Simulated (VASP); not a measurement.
The system is Co.

```
CELL_PARAMETERS angstrom
2.34624 0.00000 0.00000
-1.17312 2.03190 0.00000
0.00000 0.00000 3.79458
ATOMIC_POSITIONS crystal
Co 0.66667 0.33333 0.25000
Co 0.33333 0.66667 0.75000
```

Base run:

```yaml
Program: VASP 6.6.1
Functional: PBE
Potentials_or_basis: VASP PAW PBE potentials, release 64 (Co)
Cutoff: 520 eV
k_mesh: 24 × 24 × 12
Occupations: gaussian, width 0.15 eV
Spin: collinear spin, ferromagnetic start
Starting_moments: "[1.925, 1.925] μB"
Fixed_moment: 3.85 μB
```

Its results: pressure 71.9 GPa; site moments Co +1.90 μB.

Problem. The run is repeated on the same cell with these changes: fixed moment from 3.85 μB to 1.1 μB; moments at the start from [1.92, 1.92] to [0.55, 0.55]. What comes out?

Solution. Pressure 46.3 GPa; site moments Co +0.55 μB.

Caveats: the cell stands under pressure; the total moment is fixed, so each spin has its own Fermi level.
